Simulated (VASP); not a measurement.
# Br (I4_1/amd) in VASP: a series of runs

Runs on Br. Level: PBE. Tasks: relaxation of shape and atoms at fixed volume, relaxation of cell and atoms.

All numbers are computed with VASP 6.6.1; they aren't measurements. Logs are shortened: lines on timing, memory, paths and dates and some standing lists are left out, and cuts for length are marked.

## (1) The cell of the first run

Symmetry: I4_1/amd, No. 141, tetragonal system. Conventional cell: a = 5.013 Å, b = 5.013 Å, c = 3.430 Å, α = 90.00°, β = 90.00°, γ = 90.00°. Br (site symmetry -4m2) has 10 Br at 2.65 to 3.59 Å within 3.6 Å.

## (2) Relaxation of shape and atoms at fixed volume, PBE

Input file INCAR:

```
SYSTEM = Br
PREC = Accurate
ENCUT = 600
EDIFF = 1E-7
ISMEAR = -1
SIGMA = 0.1
LREAL = .FALSE.
LASPH = .TRUE.
NELM = 80
ALGO = Normal
ISIF = 4
LWAVE = .FALSE.
LCHARG = .FALSE.
GGA = PE
IBRION = 2
NSW = 50
EDIFFG = -0.005
```

Input file KPOINTS:

```
regular mesh
0
G
  13 13 13
  0 0 0
```

Input file POSCAR:

```
Br
1.0
   -2.5067182489      2.5067182489      1.7149300944
    2.5067182489     -2.5067182489      1.7149300944
    2.5067182489      2.5067182489     -1.7149300944
Br
2
Direct
   -0.3750000000     -0.1250000000     -0.2500000000
    0.3750000000      0.1250000000      0.2500000000
```

Potentials or basis: VASP PAW PBE potentials, release 64 (Br).

The run is started by

```sh
$ cat potpaw_PBE.64/Br/POTCAR > POTCAR
$ mpirun -np 1 vasp_std > vasp.out
```

OUTCAR:

```text
SYSTEM = Br
   PREC = Accurate
   ENCUT = 600
   EDIFF = 1E-7
   ISMEAR = -1
   LREAL = .FALSE.
   LASPH = .TRUE.
   NELM = 80
   ISIF = 4
   GGA = PE
   IBRION = 2
   NSW = 50
   EDIFFG = -0.005

 ion  position               nearest neighbor table
   1  0.625  0.875  0.750-   2 2.65   2 2.65   2 2.65   2 2.65
   2  0.375  0.125  0.250-   1 2.65   1 2.65   1 2.65   1 2.65

  LATTYP: Found a body centered tetragonal cell.
 ALAT       =     5.0134364978
 C/A-ratio  =     0.6841335659

  Lattice vectors:

 A1 = (  -2.5067182489,   2.5067182489,   1.7149300944)
 A2 = (   2.5067182489,  -2.5067182489,   1.7149300944)
 A3 = (   2.5067182489,   2.5067182489,  -1.7149300944)

Analysis of symmetry for initial positions (statically):
=====================================================================
 Subroutine PRICEL returns:
 Original cell was already a primitive cell.

 Routine SETGRP: Setting up the symmetry group for a
 body centered tetragonal supercell.

 Subroutine GETGRP returns: Found 16 space group operations
 (whereof  4 operations were pure point group operations)
 out of a pool of 16 trial point group operations.

The static configuration has the point symmetry C_2h.
 The point group associated with its full space group is D_4h.

Analysis of symmetry for dynamics (positions and initial velocities):
=====================================================================
 Subroutine PRICEL returns:
 Original cell was already a primitive cell.

 Routine SETGRP: Setting up the symmetry group for a
 body centered tetragonal supercell.

 Subroutine GETGRP returns: Found 16 space group operations
 (whereof  4 operations were pure point group operations)
 out of a pool of 16 trial point group operations.

The dynamic configuration has the point symmetry C_2h.
 The point group associated with its full space group is D_4h.

 Subroutine INISYM returns: Found 16 space group operations
 (whereof  4 operations are pure point group operations),
 and found     1 'primitive' translations

----------------------------------------------------------------------------------------

                                     Primitive cell

  volume of cell :      43.1040

  direct lattice vectors                    reciprocal lattice vectors
    -2.506718249  2.506718249  1.714930094     0.000000000  0.199463981  0.291557074
     2.506718249 -2.506718249  1.714930094     0.199463981  0.000000000  0.291557074
     2.506718249  2.506718249 -1.714930094     0.199463981  0.199463981  0.000000000

  length of vectors
     3.938052563  3.938052563  3.938052563     0.353258272  0.353258272  0.282084666

  position of ions in fractional coordinates (direct lattice)
     0.625000000  0.875000000  0.750000000
     0.375000000  0.125000000  0.250000000

  ion indices of the primitive-cell ions
   primitive index   ion index
                 1           1
                 2           2

----------------------------------------------------------------------------------------

 KPOINTS: regular mesh

Automatic generation of k-mesh.
 Grid dimensions read from file:
 generate k-points for:   13   13   13

 Generating k-lattice:

  Cartesian coordinates                     Fractional coordinates (reciprocal lattice)
     0.000000000  0.015343383  0.022427467     0.076923077  0.000000000 -0.000000000
     0.015343383  0.000000000  0.022427467     0.000000000  0.076923077 -0.000000000
     0.015343383  0.015343383  0.000000000     0.000000000  0.000000000  0.076923077

  Length of vectors
     0.027173713  0.027173713  0.021698820

  Shift w.r.t. Gamma in fractional coordinates (k-lattice)
     0.000000000  0.000000000  0.000000000

 Subroutine IBZKPT returns following result:
 ===========================================

 Found    196 irreducible k-points:

 Following reciprocal coordinates:
            Coordinates               Weight
  0.000000  0.000000  0.000000      1.000000
  0.076923  0.000000 -0.000000      8.000000
  0.153846  0.000000 -0.000000      8.000000
  0.230769  0.000000 -0.000000      8.000000
  0.307692  0.000000 -0.000000      8.000000
  0.384615  0.000000  0.000000      8.000000
[... 16 lines left out ...]
  0.384615  0.153846  0.000000     16.000000
  0.461538  0.153846 -0.000000     16.000000
 [... further k-points ...]
   k-points           NKPTS =    196   k-points in BZ     NKDIM =    196   number of bands    NBANDS=     11
   number of dos      NEDOS =    301   number of ions     NIONS =      2
   total plane-waves  NPLWV =  32768
   dimension x,y,z NGX =    32 NGY =   32 NGZ =   32
   dimension x,y,z NGXF=    64 NGYF=   64 NGZF=   64
   ions per type =               2
   NGX,Y,Z   is equivalent  to a cutoff of  13.51, 13.51, 13.51 a.u.
   NGXF,Y,Z  is equivalent  to a cutoff of  27.02, 27.02, 27.02 a.u.
 SYSTEM =  Br
   PREC   = accura    normal or accurate (medium, high low for compatibility)
   ISTART =      0    job   : 0-new  1-cont  2-samecut
   ICHARG =      2    charge: 1-file 2-atom 10-const
   ISPIN  =      1    spin polarized calculation?
   LNONCOLLINEAR =      F non collinear calculations
   LSORBIT =      F    spin-orbit coupling
   LASPH  =      T    aspherical Exc in radial PAW
   ENCUT  =  600.0 eV  44.10 Ry    6.64 a.u.   7.87  7.87  7.87*2*pi/ulx,y,z
   NELM   =     80;   NELMIN=  2; NELMDL= -5     # of ELM steps
   EDIFF  = 0.1E-06   stopping-criterion for ELM
   LREAL  =      F    real-space projection
   EDIFFG = -.5E-02   stopping-criterion for IOM
   NSW    =     50    number of steps for IOM
   IBRION =      2    ionic relax: 0-MD 1-quasi-New 2-CG
   NFREE  =      1    steps in history (QN), initial steepest desc. (CG)
   ISIF   =      4    stress and relaxation
   ISYM   =      2    0-nonsym 1-usesym 2-fastsym
   POTIM  = 0.5000    time-step for ionic-motion
   TEBEG  =    0.0;   TEEND  =   0.0 temperature during run
   PSTRESS=    0.0 pullay stress
   NELECT =      14.0000    total number of electrons
   NUPDOWN=      -1.0000    fix difference up-down
   EMIN   =  10.00;   EMAX   =-10.00  energy-range for DOS
   EFERMI =   0.00;   METHOD = LEGACY
   ISMEAR =    -1;   SIGMA  =   0.10  broadening in eV -4-tet -1-fermi 0-gaus
   EFERMI_NEDOS =   21; number of points for ismear=-14 and -15
   IALGO  =     38    algorithm
   IMIX   =      4    mixing-type and parameters
     AMIX     =   0.40;   BMIX     =  1.00
     AMIX_MAG =   1.60;   BMIX_MAG =  1.00
  volume/ion in A,a.u.               =      21.55       145.44
  Fermi-wavevector in a.u.,A,eV,Ry     =   1.125326  2.126558 17.229855  1.266359
  Thomas-Fermi vector in A             =   2.262002
   LORBIT       =      0    0 simple, 1 ext, 2 COOP (PROOUT), +10 PAW based schemes
   GGA     = PE    functional components
   LHFCALC =     F    Hartree Fock is set to
   AEXX    =    0.0000 exact exchange contribution
   IVDW    =     0    specifies the selected vdW correction
   LEPSILON=     F    determine dielectric tensor
   LRPA    =     F    only Hartree local field effects (RPA)
 conjugate gradient relaxation of ions
 non-spin polarized calculation
  energy-cutoff  :      600.00
  volume of cell :       43.10
 maximum number of plane-waves:      1452
   NGX = 15   NGY = 15   NGZ = 15

--------------------------------------- Ionic step        1  -------------------------------------------

 number of electron      13.9999999 magnetization

 Free energy of the ion-electron system (eV)
  ---------------------------------------------------
  ext. energy  EPLUGINS =         0.00000000
  ---------------------------------------------------
  free energy    TOTEN  =        -1.30494631 eV

  energy without entropy =       -1.22917362  energy(sigma->0) =       -1.26705997

------------------------ aborting loop because EDIFF is reached ----------------------------------------

  FORCE on cell =-STRESS in cart. coord.  units (eV):
  Direction    XX          YY          ZZ          XY          YZ          ZX
  --------------------------------------------------------------------------------------
  -------------------------------------------------------------------------------------
  Total        8.0040034      8.0040034      3.1921327      0.0000000      0.0000000     -0.0000000
  in kB      297.5091923    297.5091923    118.6517271      0.0000000      0.0000000     -0.0000000
  external PRESSURE =     237.8900372 kB  Pullay stress =       0.0000000 kB
[... 89 lines left out ...]
  FREE ENERGIE OF THE ION-ELECTRON SYSTEM (eV)
  ---------------------------------------------------
  free  energy   TOTEN  =        -1.5068176985 eV

  energy  without entropy=       -1.4279304273  energy(sigma->0) =       -1.46737406

[... ionic steps 4 to 14 ...]

--------------------------------------- Ionic step       15  -------------------------------------------

 number of electron      14.0000002 magnetization

------------------------ aborting loop because EDIFF is reached ----------------------------------------

  FORCE on cell =-STRESS in cart. coord.  units (eV):
  Direction    XX          YY          ZZ          XY          YZ          ZX
  --------------------------------------------------------------------------------------
  -------------------------------------------------------------------------------------
  Total        5.4281721      5.4281721      5.4127504      0.0000000     -0.0000000      0.0000000
  in kB      201.7654193    201.7654193    201.1921945      0.0000000     -0.0000000      0.0000000
  external PRESSURE =     201.5743444 kB  Pullay stress =       0.0000000 kB
[... 57 lines left out ...]
  energy  without entropy=       -1.4279266313  energy(sigma->0) =       -1.46737252

--------------------------------------- Ionic step       17  -------------------------------------------

 number of electron      14.0000002 magnetization

 Free energy of the ion-electron system (eV)
  ---------------------------------------------------
  ext. energy  EPLUGINS =         0.00000000
  ---------------------------------------------------
  free energy    TOTEN  =        -1.50681891 eV

  energy without entropy =       -1.42792031  energy(sigma->0) =       -1.46736961

 E-fermi :   4.5999     XC(G=0): -10.1507

 val. band max:        4.5974468591   @ k =  -0.3077   0.3846   0.2308
 cond. band min:       4.6102299510   @ k =   0.3846   0.1538   0.0000
 fundamental gap:      0.0127830919
 Fermi energy:         4.5999151780

 k-point     1 :       0.0000    0.0000    0.0000
  band No.  band energies     occupation
      1     -13.1622      2.00000
      2      -8.7731      2.00000
      3      -0.7846      2.00000
      4      -0.7846      2.00000
      5       3.9658      1.99648
      6       4.0698      1.99008
      7       5.1985      0.00501
      8       5.1985      0.00501
      9       8.6790      0.00000
     10      12.1664      0.00000
     11      13.9136      0.00000
[... 309 lines left out ...]
 k-point    24 :       0.4615    0.1538   -0.0000
  band No.  band energies     occupation
      1     -11.3065      2.00000
      2      -9.8641      2.00000
      3      -1.5620      2.00000
      4      -0.3083      2.00000
      5       0.2358      2.00000
      6       2.2147      2.00000
      7       3.7812      1.99944
      8       4.7194      0.46466
      9      11.5091      0.00000
     10      12.4846      0.00000
     11      13.9449      0.00000

 [... further k-points ...]

------------------------ aborting loop because EDIFF is reached ----------------------------------------

  FORCE on cell =-STRESS in cart. coord.  units (eV):
  Direction    XX          YY          ZZ          XY          YZ          ZX
  --------------------------------------------------------------------------------------
  -------------------------------------------------------------------------------------
  Total        5.4262354      5.4262354      5.4154156      0.0000000     -0.0000000      0.0000000
  in kB      201.6934324    201.6934324    201.2912575      0.0000000     -0.0000000      0.0000000
  external PRESSURE =     201.5593741 kB  Pullay stress =       0.0000000 kB
[... 17 lines left out ...]
  FREE ENERGIE OF THE ION-ELECTRON SYSTEM (eV)
  ---------------------------------------------------
  free  energy   TOTEN  =        -1.5068189145 eV

  energy  without entropy=       -1.4279203080  energy(sigma->0) =       -1.46736961

 reached required accuracy - stopping structural energy minimisation
```

Wall time 2.3 min (1 thread of Intel Xeon 6975P-C (Granite Rapids), shared host); peak memory 0.25 GiB.

What came out:

- Free energy: -1.5068 eV
- Energy gained by relaxing: 100.9 meV/atom
- Ionic steps: 17
- Pressure after relaxing: 20.2 GPa
- Band gap on the k mesh: zero (bands 7 and 8 overlap by 3.05 eV)

Step by step:
| step | energy change (eV) | largest force (eV/Å) | pressure (GPa) | volume (Å³) |
| --- | --- | --- | --- | --- |
| 1 | 0.0000 | 0.0000 | 23.79 | 43.10 |
| 2 | -0.2018 | 0.0000 | 20.20 | 43.10 |
| 3 | -0.2019 | 0.0000 | 20.16 | 43.10 |
| 4 | -0.2019 | 0.0000 | 20.16 | 43.10 |
| 5 | -0.2019 | 0.0000 | 20.16 | 43.10 |
| 6 | -0.2019 | 0.0000 | 20.16 | 43.10 |
| 7 | -0.2019 | 0.0000 | 20.16 | 43.10 |
| 8 | -0.2019 | 0.0000 | 20.16 | 43.10 |
| 9 | -0.2019 | 0.0000 | 20.16 | 43.10 |
| 10 | -0.2019 | 0.0000 | 20.16 | 43.10 |
| 11 | -0.2019 | 0.0000 | 20.16 | 43.10 |
| 12 | -0.2019 | 0.0000 | 20.16 | 43.10 |
| 13 | -0.2019 | 0.0000 | 20.16 | 43.10 |
| 14 | -0.2019 | 0.0000 | 20.16 | 43.10 |
| 15 | -0.2019 | 0.0000 | 20.16 | 43.10 |
| 16 | -0.2019 | 0.0000 | 20.16 | 43.10 |
| 17 | -0.2019 | 0.0000 | 20.16 | 43.10 |

Final structure:
```
CELL_PARAMETERS angstrom
-2.60979 2.60979 1.58214
2.60979 -2.60979 1.58214
2.60979 2.60979 -1.58214
ATOMIC_POSITIONS crystal
Br 0.62500 0.87500 0.75000
Br 0.37500 0.12500 0.25000
```

Levels at points of the mesh, in eV from the Fermi level:
```tsv
k point	band 3	band 4	band 5	band 6	band 7	band 8	band 9	band 10	band 11
(0.00, 0.00, 0.00)	-5.38	-5.38	-0.63	-0.53	0.60	0.60	4.08	7.57	9.31
```

## (3) Relaxation of shape and atoms at fixed volume, PBE

This run uses another cell than the first one, of 24.72 Å³/atom.

Input file INCAR:

```
  PREC = Accurate
  ENCUT = 600
  EDIFF = 1E-6
  ISMEAR = -1
  SIGMA = 0.1
  LREAL = False
  LASPH = True
  NELM = 60
  ALGO = Normal
  ISIF = 4
  LWAVE = False
  LCHARG = False
  GGA = PE
  IBRION = 2
  NSW = 50
  EDIFFG = -0.005
```

Input file KPOINTS:

```
regular mesh
0
Gamma
  13 13 13
```

Input file POSCAR:

```
Br
1.0
   -2.6240216827      2.6240216827      1.7951813108
    2.6240216827     -2.6240216827      1.7951813108
    2.6240216827      2.6240216827     -1.7951813108
Br
2
Direct
   -0.3750000000     -0.1250000000     -0.2500000000
    0.3750000000      0.1250000000      0.2500000000
```

Potentials or basis: VASP PAW PBE potentials, release 64 (Br).

The run is started by

```sh
$ cat potpaw_PBE.64/Br/POTCAR > POTCAR
$ mpirun -np 1 vasp_std > vasp.out
```

Wall time 1.9 min (1 thread of Intel Xeon 6975P-C (Granite Rapids), shared host); peak memory 0.28 GiB.

Results (log left out):

| Property | Result |
| --- | --- |
| Free energy | -2.0607 eV |
| Energy gained by relaxing | 43.8 meV/atom |
| Ionic steps | 4 |
| Pressure after relaxing | 9.0 GPa |
| Band gap on the k mesh | zero (bands 7 and 8 overlap by 2.34 eV) |

The path:
```csv
step,energy change (eV),largest force (eV/Å),pressure (GPa),volume (Å³)
1,0.0000,0.0000,11.23,49.44
2,-0.0797,0.0000,9.55,49.44
3,-0.0875,0.0000,9.07,49.44
4,-0.0875,0.0000,9.04,49.44
```

Final structure:
```
Br
1.0
    -2.70719    2.70719    1.68658
     2.70719   -2.70719    1.68658
     2.70719    2.70719   -1.68658
Br
2
Cartesian
  2.7072 1.3536 1.2649
  0.0000 1.3536 0.4216
```

Levels at points of the mesh, in eV from the Fermi level:
```
           k point  band 3  band 4  band 5  band 6  band 7  band 8  band 9  band 10  band 11
(0.00, 0.00, 0.00)   -4.58   -4.58   -0.81   -0.72    0.42    0.42    4.94     6.92     9.35
```

(Continued in part 2 of 2.)
